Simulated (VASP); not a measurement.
Write the native input for VASP 6.6.1 that does the following.

```
Task                   : relaxation of cell and atoms
Functional             : PBEsol
Potentials or basis    : VASP PAW PBE potentials, release 64 (C)
Cutoff                 : 600 eV
k mesh                 : 10 × 10 × 4
Occupations            : gaussian, width 0.01 eV
Spin                   : no spin polarisation
Target pressure        : -2 GPa
Dipole correction      : no
Further INCAR settings : ALGO = Normal; EDIFF = 1e-07; IBRION = 2; EDIFFG = -0.002; NSW = 100; ISIF = 3
```

The structure of C lies in POSCAR:

```
C
1.0
    2.4588354590      0.0000000000      0.0000000000
   -1.2294177295      2.1294139712      0.0000000000
    0.0000000000      0.0000000000      7.2856777555
C
4
Direct
    0.0000000000      0.0000000000      0.0025001780
    0.0000000000      0.0000000000      0.5025001780
    0.3333333333      0.6666666667      0.0024998220
    0.6666666667      0.3333333333      0.5024998220
```

One way to write it, as run:

INCAR

```
SYSTEM = C
PREC = Accurate ; ENCUT = 600
EDIFF = 1E-7 ; ISMEAR = 0
SIGMA = 0.01 ; LREAL = .FALSE.
LASPH = .TRUE. ; NELM = 120
ALGO = Normal ; ISIF = 3
LWAVE = .FALSE. ; LCHARG = .FALSE.
GGA = PS ; IBRION = 2
NSW = 100 ; EDIFFG = -0.002
PSTRESS = -20.0 ; GGA_COMPAT = .FALSE.
NELMIN = 4
```

KPOINTS

```
Automatic mesh
0
G
  10 10 4
  0 0 0
```

Potentials or basis: VASP PAW PBE potentials, release 64 (C).

Run with:

```bash
$ cat potpaw_PBE.64/C/POTCAR > POTCAR
$ mpirun -np 1 vasp_std > vasp.out
```

Results of the run:

| Quantity | Value |
| --- | --- |
| Relaxed volume | 12.46 Å³/atom |
| Relaxed cell | a = 2.465 Å, b = 2.465 Å, c = 9.469 Å, α = 90.00°, β = 90.00°, γ = 120.00° |
| Space group after relaxing (to 0.1 Å) | P6_3/mmc (No. 194) |
| Energy change on relaxing (the run minimises the enthalpy) | +12.4 meV/atom |
| Ionic steps | 16 |
| Pressure after relaxing | -2.0 GPa |

Caveat: the cell is relaxed towards a set pressure, so the run minimises the enthalpy, not the energy; the volume moved by over 15 % at a fixed basis, so the end points are rough; this functional lacks dispersion, which binds the layers, so the pressure and a relaxed spacing across them are unreliable; the PAW data sets were made with another functional, which shifts forces and pressure a little.

Run time: 2.7 min on 1 thread of Intel(R) Xeon(R) Platinum 8488C (Sapphire Rapids) (shared host), peak memory 0.15 GiB.
